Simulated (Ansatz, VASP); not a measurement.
CuI: VASP beside Ansatz

```
Cu I
1.0
     4.05511    0.00000    0.00000
     0.00000    4.05511    0.00000
     0.00000    0.00000    6.66551
Cu I
2 2
Direct
  0.50000 0.50000 0.00000
  0.00000 0.00000 0.00000
  0.50000 0.00000 0.25583
  0.00000 0.50000 0.74417
```

Change from the starting cell: uniaxial_z strain +5.0%.

Alike in both runs: task single point; functional PBE; k mesh 6 × 6 × 4; occupations fermi-dirac, width 0.02 eV; no spin polarisation.

|  | VASP | Ansatz |
| --- | --- | --- |
| version | VASP 6.6.1 | Ansatz 0.2.0 |
| potentials or method | VASP PAW PBE potentials, release 64 (Cu, I) | plane waves, PAW |
| plane-wave cutoff (eV) | 520 | 420 |
| valence electrons in the cell | 36 | 72 |

VASP gave:

```
gap on the k mesh at the Fermi level (eV)                     : 1.62
pressure (GPa)                                                : 1.6
traceless stress, the component that is largest in VASP (GPa) : -0.12
rms of the force components (eV/Å)                            : 0.058
```

Which values does Ansatz return?

gap on the k mesh at the Fermi level (eV): 1.61; pressure (GPa): 1.5; traceless stress, the component that is largest in VASP (GPa): -0.10; rms of the force components (eV/Å): 0.054.

Atom by atom the forces differ by 0.004 eV/Å (rms over components). The functional is the same, so the differences come from potentials, cutoffs and numerics. VASP's potentials hold 36 valence electrons a cell and Ansatz's 72, so a difference there can come from the potentials and not from the codes.

Neither program's run includes spin-orbit coupling.
